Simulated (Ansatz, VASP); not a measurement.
# CuO in VASP and in Ansatz

File INCAR:

```
SYSTEM = CuO
PREC     = Accurate       ! precision mode
ENCUT    = 520            ! plane-wave cutoff, eV
EDIFF    = 1E-6           ! SCF threshold, eV
ISMEAR   = -1             ! smearing method
SIGMA    = 0.05           ! smearing width, eV
LREAL    = .FALSE.        ! projectors in reciprocal space
LASPH    = .TRUE.         ! aspherical terms in the spheres
NELM     = 80             ! most SCF steps
ALGO     = Fast           ! electronic algorithm
ISIF     = 2              ! what is computed and relaxed
LWAVE    = .FALSE.        ! write WAVECAR
LCHARG   = .FALSE.        ! write CHGCAR
GGA      = PS             ! functional
NBANDS   = 25             ! bands
```

The input KPOINTS:

```
regular mesh
0
G
  16 16 8
  0 0 0
```

The input POSCAR:

```
CuO
1.0
    2.3446500000     -1.7134000000      0.0000000000
    2.3446500000      1.7134000000      0.0000000000
   -0.8605500000      0.0000000000      5.0594400000
Cu O
2 2
Direct
    0.0032000000      0.4968000000      0.0000000000
    0.4968000000      0.0032000000      0.5000000000
    0.5714000000      0.4056000000      0.2537000000
    0.4056000000      0.5714000000      0.7537000000
```

Input for Ansatz:

```yaml
crystal:
  lattice:
    - [2.34465, -1.7134, 0.0]
    - [2.34465, 1.7134, 0.0]
    - [-0.86055, 0.0, 5.05944]
  atoms:
    - { symbol: Cu, position: [0.0032, 0.4968, 0.0] }
    - { symbol: Cu, position: [0.4968, 0.0032, 0.5] }
    - { symbol: O, position: [0.5714, 0.4056, 0.2537] }
    - { symbol: O, position: [0.4056, 0.5714, 0.7537] }
basis:
  ecutwfc: 420
kpoints:
  mp_grid: { grid: [16, 16, 8] }
hamiltonian:
  xc: pbesol
scf:
  occupations: { method: fermi_dirac, width: 0.05 }
output:
  forces: true
  stress: true
  eigenvalues: true
```

Alike in both runs: task single point; functional PBEsol; k mesh 16 × 16 × 8; occupations fermi-dirac, width 0.05 eV; no spin polarisation.

|  | VASP | Ansatz |
| --- | --- | --- |
| version | VASP 6.6.1 | Ansatz 0.2.0 |
| potentials or method | VASP PAW PBE potentials, release 64 (Cu, O), cutoff 520 eV | scalar-relativistic, plane waves, PAW |
| valence electrons in the cell | 34 | 50 |

Ansatz gave:

| Item | Value |
| --- | --- |
| gap on the k mesh at the Fermi level (eV) | none |
| pressure (GPa) | -2.7 |
| traceless stress, the component that is largest in VASP (GPa) | 2.26 |
| rms of the force components (eV/Å) | 0.425 |

Question: What did VASP give for the same quantities?

Answer: gap on the k mesh at the Fermi level (eV): none; pressure (GPa): -1.9; traceless stress, the component that is largest in VASP (GPa): 1.89; rms of the force components (eV/Å): 0.432.

VASP's potentials were made for PBE, not for PBEsol. Atom by atom the forces differ by 0.022 eV/Å (rms over components). A gap of «none» marks a metal or a gap that the smearing closes. VASP's potentials hold 34 valence electrons a cell and Ansatz's 50, so a difference there can come from the potentials and not from the codes.
